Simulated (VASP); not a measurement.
Here is a VASP 6.6.1 calculation.

The input INCAR:

```
ALGO = Fast ; EDIFF = 1E-6
ENCUT = 520 ; GGA = CA
ISIF = 2 ; ISMEAR = 0
LASPH = True ; LCHARG = False
LREAL = False ; LWAVE = False
NBANDS = 38 ; NELM = 80
PREC = Accurate ; SIGMA = 0.15
```

File KPOINTS:

```
k-points
0
Gamma
  18 18 6
```

The input POSCAR:

```
Rh
1.0
    2.4137201543      0.0000000000      0.0000000000
   -1.2068600771      2.5966185849      0.0000000000
    0.0000000000      0.0000000000      8.3488068906
Rh
4
Direct
    0.0000000000      0.0000000000      0.0000000000
    0.3333333333      0.6666666667      0.2500000000
    0.0000000000      0.0000000000      0.5000000000
    0.6666666667      0.3333333333      0.7500000000
```

Potentials or basis: VASP PAW LDA potentials, release 64 (Rh_pv).

Command:

```console
$ cat potpaw_LDA.64/Rh_pv/POTCAR > POTCAR
$ mpirun -np 1 vasp_std > vasp.out
```

(1) Estimate the pressure.

(2) What does it give for the band gap on the k mesh?

Results:

(1) 18.6 GPa.

(2) zero (band 30 reaches 13.67 eV, above the bottom of band 31 at 11.40 eV).

Caveat: the cell differs from its parent crystal (strain +e along x and -e along y -0.1100, strain +e along z and -e/2 along x and y -0.0367).
